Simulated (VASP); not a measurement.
## SiC: single point with PBE

The system is SiC.

```xyz
2
Lattice="0.0000 2.3118 1.9650 2.3118 0.0000 1.9650 2.3118 2.3118 0.0000" Properties=species:S:1:pos:R:3 pbc="T T T"
Si    0.0000    0.0000    0.0000
C     3.4677    3.4677    2.9475
```

This cell differs from its parent crystal: ratio of the length along z to the lengths across it x 0.85, volume and fractional coordinates fixed.

```json
{
  "Program": "VASP 6.6.1",
  "Task": "single point",
  "Functional": "PBE",
  "Potentials or basis": "VASP PAW PBE potentials, release 64 (Si, C)",
  "Cutoff": "520 eV",
  "k mesh": "12 × 12 × 12",
  "Occupations": "gaussian, width 0.05 eV",
  "Spin": "no spin polarisation",
  "Dipole correction": "no",
  "Further INCAR settings": "ALGO = Normal; EDIFF = 1e-07; NBANDS = 11"
}
```

The pressure is -2.1 GPa. The band gap on the k mesh is zero (band 4 reaches 8.62 eV, above the bottom of band 5 at 8.61 eV).

Stress tensor (GPa, compression positive):
```
-12.08   0.00   0.00
  0.00 -12.08   0.00
  0.00   0.00  17.81
```

Levels at points of the mesh, in eV from the Fermi level:
| k point | band 2 | band 3 | band 4 | band 5 | band 6 | band 7 |
| --- | --- | --- | --- | --- | --- | --- |
| (0.00, 0.00, 0.00) | -0.86 | -0.86 | 0.01 | 5.31 | 6.35 | 6.86 |
| (0.50, 0.00, 0.00) | -9.05 | -2.51 | -0.92 | 3.61 | 5.42 | 8.75 |
| (0.50, 0.50, 0.00) | -7.00 | -4.84 | -4.84 | -0.01 | 1.77 | 12.74 |
| (0.50, 0.00, 0.50) | -9.02 | -3.18 | -2.98 | 1.41 | 4.64 | 10.96 |

Wall time 9.3 s on 1 thread of Intel(R) Xeon(R) 6975P-C (Granite Rapids) (shared host), peak memory 0.15 GiB.
